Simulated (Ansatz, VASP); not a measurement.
# HfN: VASP beside Ansatz

```xyz
2
Lattice="0.0000 1.9253 1.9253 1.9253 0.0000 1.9253 1.9253 1.9253 0.0000" Properties=species:S:1:pos:R:3 pbc="T T T"
Hf    0.0000    0.0000    0.0000
N     1.9253    1.9253    1.9253
```

Change from the starting cell: volume scaled by 0.64, PAW files.

Alike in both runs: task single point; functional LDA; k mesh 15 × 15 × 15; occupations fermi-dirac, width 0.1 eV; no spin polarisation.

|  | VASP | Ansatz |
| --- | --- | --- |
| version | VASP 6.6.1 | Ansatz 0.2.0 |
| potentials or method | VASP PAW LDA potentials, release 64 (Hf_pv, N) | PAW with Ansatz's default frozen-core files, scalar-relativistic |
| plane-wave cutoff (eV) | 520 | 420 |
| valence electrons in the cell | 15 | 31 |

```tsv
	VASP	Ansatz	Ansatz less VASP
pressure (GPa)	349.5	341.6	-7.86
```

LDA's correlation is that of Perdew and Zunger in VASP and of Perdew and Wang (1992) in Ansatz. Both programs put the cell under a high pressure, so it lies far from rest at this level. VASP's potentials hold 15 valence electrons a cell and Ansatz's 31, so a difference there can come from the potentials and not from the codes.

Spin-orbit coupling is off throughout. Noted on VASP's run: the cell as given lies far from equilibrium.
